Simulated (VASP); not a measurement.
# Tl: single point with LDA

The system is Tl.

```
Tl
1.0
    -1.39707    1.39707    1.39707
     1.39707   -1.39707    1.39707
     1.39707    1.39707   -1.39707
Tl
1
Cartesian
  0.0000 0.0000 0.0000
```

This cell differs from its parent crystal: volume scaled by 0.4.

* Program: VASP 6.6.1
* Task: single point
* Functional: LDA
* Potentials or basis: VASP PAW LDA potentials, release 64 (Tl_d)
* Cutoff: 520 eV
* k mesh: 14 × 14 × 14
* Occupations: fermi-dirac, width 0.1 eV
* Spin: no spin polarisation

* Pressure: 478.6 GPa

Levels at points of the mesh, in eV from the Fermi level:
```tsv
k point	band 3	band 4	band 5	band 6	band 7	band 8	band 9	band 10
(0.00, 0.00, 0.00)	-18.17	-18.17	-15.12	-15.12	9.57	9.57	9.57	23.18
(0.50, 0.00, 0.00)	-15.28	-14.79	-12.58	-10.32	-3.41	5.27	9.31	18.21
(0.50, 0.50, 0.50)	-13.22	-13.22	-13.22	-0.97	-0.97	-0.97	6.69	12.46
```

Run time: 9.9 s on 1 thread of Intel(R) Xeon(R) Platinum 8488C (Sapphire Rapids) (shared host), peak memory 0.12 GiB.

Caveat: spin-orbit coupling is left out, which moves the levels of the heavy elements.
